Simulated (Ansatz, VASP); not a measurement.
**Ru: VASP beside Ansatz**

```
Ru
1.0
     2.77611    0.00000    0.00000
    -1.38806    2.40418    0.00000
     0.00000    0.00000    4.39317
Ru
2
Direct
  0.33333 0.66667 0.25000
  0.66667 0.33333 0.75000
```

Alike in both runs: task relaxation of cell and atoms; functional PBEsol; dispersion D3(BJ); k mesh 14 × 14 × 8; occupations fermi-dirac, width 0.05 eV; no spin polarisation; Hubbard terms Ru d U = 3.0 eV.

|  | VASP | Ansatz |
| --- | --- | --- |
| version | VASP 6.6.1 | Ansatz 0.2.0 |
| potentials or method | VASP PAW PBE potentials, release 64 (Ru_pv) | PAW with Ansatz's default frozen-core files, scalar-relativistic |
| plane-wave cutoff (eV) | 600 | 420 |
| valence electrons in the cell | 28 | 32 |

Ansatz gave:

- relaxed volume (Å³/atom): 12.96
- relaxed cell length with the largest relative difference (Å): 4.210

Task: Estimate VASP's values.

Result: Relaxed volume (Å³/atom): 12.86; relaxed cell length with the largest relative difference (Å): 4.197.

VASP's potentials were made for PBE, not for PBEsol. The programs project onto different local orbitals, so the same U acts differently, and such runs can settle in different states. VASP's potentials hold 28 valence electrons a cell and Ansatz's 32, so a difference there can come from the potentials and not from the codes. Ansatz's warnings: filled band counts differ across k points.
